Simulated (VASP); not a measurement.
Gd, 1 atom in the cell. The structure is cubic, space group Fm-3m (No. 225). Conventional cell: a = 5.172 Å, b = 5.172 Å, c = 5.172 Å, α = 90.00°, β = 90.00°, γ = 90.00°. Within 4.8 Å of Gd (site symmetry m-3m) lie 12 Gd at 3.66 Å. This isn't the form of Gd at room conditions, which is hcp.

```yaml
Program: VASP 6.6.1
Task: relaxation of cell and atoms
Functional: r2SCAN
Potentials_or_basis: VASP PAW PBE potentials, release 64 (Gd)
Cutoff: 600 eV
k_mesh: 8 × 8 × 8
Occupations: methfessel-paxton, width 0.05 eV
Spin: collinear spin, ferromagnetic start
Starting_moments: "[7.0] μB"
Dipole_correction: no
Further_INCAR_settings: ALGO = Normal; EDIFF = 1e-06; IBRION = 2; EDIFFG = -0.03; NSW = 80; ISIF = 3
```

Potentials or basis: VASP PAW PBE potentials, release 64 (Gd).

The run is started by

```console
$ cat potpaw_PBE.64/Gd/POTCAR > POTCAR
$ cp INCAR.step1 INCAR
$ mpirun -np 1 vasp_std > vasp.out
$ cp INCAR.step2 INCAR
$ mpirun -np 1 vasp_std > vasp.out
```

Hardware: 1 thread of Intel(R) Xeon(R) 6975P-C (Granite Rapids), on a shared host.

Estimate the wall time of this run.

Run time: 5.1 min on 1 thread of Intel(R) Xeon(R) 6975P-C (Granite Rapids), with other jobs on the host, peak memory 0.24 GiB. Counts: k points 29, ion steps 3.
